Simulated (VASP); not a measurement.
Wanted: the native input for a VASP 6.6.1 run.

| Property | Result |
| --- | --- |
| Task | single point |
| Functional | PBEsol |
| Potentials or basis | VASP PAW PBE potentials, release 64 (Hf_pv, N) |
| Cutoff | 520 eV |
| k mesh | 9 × 9 × 9 |
| Occupations | fermi-dirac, width 0.05 eV |
| Spin | no spin polarisation |
| Hubbard terms | Hf d U = 2.0 eV |
| Dipole correction | no |
| Further INCAR settings | ALGO = Normal; EDIFF = 1e-07; NBANDS = 14 |

The structure of HfN lies in POSCAR:

```
HfN
1.0
    0.0000000000      2.4548220000      2.4548220000
    2.4548220000      0.0000000000      2.4548220000
    2.4548220000      2.4548220000      0.0000000000
Hf N
1 1
Direct
    0.0000000000      0.0000000000      0.0000000000
    0.2500000000      0.2500000000      0.2500000000
```

The input as run:

INCAR

```
SYSTEM = HfN
PREC = Accurate
ENCUT = 520
EDIFF = 1E-7
ISMEAR = -1
SIGMA = 0.05
LREAL = .False.
LASPH = .True.
NELM = 150
ALGO = Normal
ISIF = 2
LWAVE = .False.
LCHARG = .False.
LMAXMIX = 4
LDAU = .True.
LDAUTYPE = 2
LDAUL = 2 -1
LDAUU = 2 0
LDAUJ = 0 0
LDAUPRINT = 1
GGA = PS
NBANDS = 14
```

KPOINTS

```
Automatic mesh
0
Gamma
  9 9 9
  0 0 0
```

Potentials or basis: VASP PAW PBE potentials, release 64 (Hf_pv, N).

Command:

```bash
$ cat potpaw_PBE.64/Hf_pv/POTCAR potpaw_PBE.64/N/POTCAR > POTCAR
$ mpirun -np 1 vasp_std > vasp.out
```

Results of the run:

```
Pressure : -0.1 GPa
```

Caveat: the PAW data sets were made with another functional, which shifts forces and pressure a little; U without spin polarisation on a metal has little footing.

Run time: 31 s on 1 thread of Intel Xeon 8259CL (shared host), peak memory 0.16 GiB.
